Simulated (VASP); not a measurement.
# NbP: single point with r2SCAN

The system is NbP.

```
Nb P
1.0
    -1.68571    1.68571    5.78878
     1.68571   -1.68571    5.78878
     1.68571    1.68571   -5.78878
Nb P
2 2
Direct
  0.74982 0.74982 0.00000
  0.49982 0.99982 0.50000
  0.33281 0.33281 0.00000
  0.08281 0.58281 0.50000
```

| Quantity | Value |
| --- | --- |
| Program | VASP 6.6.1 |
| Task | single point |
| Functional | r2SCAN |
| Potentials or basis | VASP PAW PBE potentials, release 64 (Nb_sv, P) |
| Cutoff | 520 eV |
| k mesh | 8 × 8 × 8 |
| Occupations | fermi-dirac, width 0.02 eV |
| Spin | no spin polarisation |
| Dipole correction | no |
| Further INCAR settings | ALGO = Normal; EDIFF = 1e-06; NBANDS = 26 |

```
Pressure               : -5.8 GPa
Band gap on the k mesh : zero (bands 18 and 19 overlap by 0.04 eV)
```

Stress tensor (GPa, compression positive):
```
-6.10  0.00  0.00
 0.00 -6.10  0.00
 0.00  0.00 -5.18
```

Levels at points of the mesh, in eV from the Fermi level:
```csv
k point,band 15,band 16,band 17,band 18,band 19,band 20,band 21,band 22
"(0.00, 0.00, 0.00)",-2.18,-1.76,-1.49,-1.49,0.84,1.60,2.70,3.16
"(0.50, 0.00, 0.00)",-2.46,-2.03,-1.56,-0.21,0.08,1.33,2.50,2.69
"(0.50, 0.50, 0.00)",-3.07,-3.07,-0.53,-0.53,3.02,3.02,3.09,3.09
"(0.50, 0.50, 0.50)",-2.68,-2.68,-0.70,-0.70,1.20,1.20,2.33,2.33
```

It took 36 min on 1 thread of Intel Xeon 8259CL, on a shared host, peak memory 0.37 GiB.

Caveat: the cell stands under tension; the PAW data sets were made with another functional, which shifts forces and pressure a little.
